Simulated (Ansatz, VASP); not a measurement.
BN: VASP beside Ansatz

The input INCAR:

```
SYSTEM = BN
PREC = Accurate
ENCUT = 600
EDIFF = 1E-6
ISMEAR = 0
SIGMA = 0.02
LREAL = .FALSE.
LASPH = .TRUE.
NELM = 120
ALGO = Normal
ISIF = 2
LWAVE = .FALSE.
LCHARG = .TRUE.
GGA = PE
LELF = .TRUE.
LVHAR = .TRUE.
NBANDS = 11
GGA_COMPAT = .FALSE.
```

The input KPOINTS:

```
regular mesh
0
G
  12 12 12
  0 0 0
```

The input POSCAR:

```
BN
1.0
    0.0000000000      1.8123308055      1.8123308055
    1.8123308055      0.0000000000      1.8123308055
    1.8123308055      1.8123308055      0.0000000000
B N
1 1
Direct
    0.0000000000      0.0000000000      0.0000000000
    0.7500000000      0.7500000000      0.7500000000
```

Input for Ansatz:

```yaml
crystal:
  lattice:
    - [0.0, 1.8123308055, 1.8123308055]
    - [1.8123308055, 0.0, 1.8123308055]
    - [1.8123308055, 1.8123308055, 0.0]
  atoms:
    - { symbol: B, position: [0.0, 0.0, 0.0] }
    - { symbol: "N", position: [0.75, 0.75, 0.75] }
basis:
  ecutwfc: 420
kpoints:
  mp_grid: { grid: [12, 12, 12] }
hamiltonian:
  xc: pbe
scf:
  occupations: { method: gaussian, width: 0.02 }
  mixing: { algorithm: broyden, beta: 0.7, ndim: 8 }
output:
  forces: true
  eigenvalues: true
  stress: true
```

Alike in both runs: task single point; functional PBE; k mesh 12 × 12 × 12; occupations gaussian, width 0.02 eV; no spin polarisation.

|  | VASP | Ansatz |
| --- | --- | --- |
| version | VASP 6.6.1 | Ansatz 0.2.0 |
| potentials or method | VASP PAW PBE potentials, release 64 (B, N), cutoff 600 eV | scalar-relativistic, plane waves, PAW |
| valence electrons in the cell | 8 | 8 |

|  | VASP | Ansatz | Ansatz less VASP |
| --- | --- | --- | --- |
| gap on the k mesh at the Fermi level (eV) | 4.45 | 4.46 | +0.012 |
| pressure (GPa) | 0.0 | 0.0 | +0.02 |

The functional is the same, so the differences come from potentials, cutoffs and numerics.
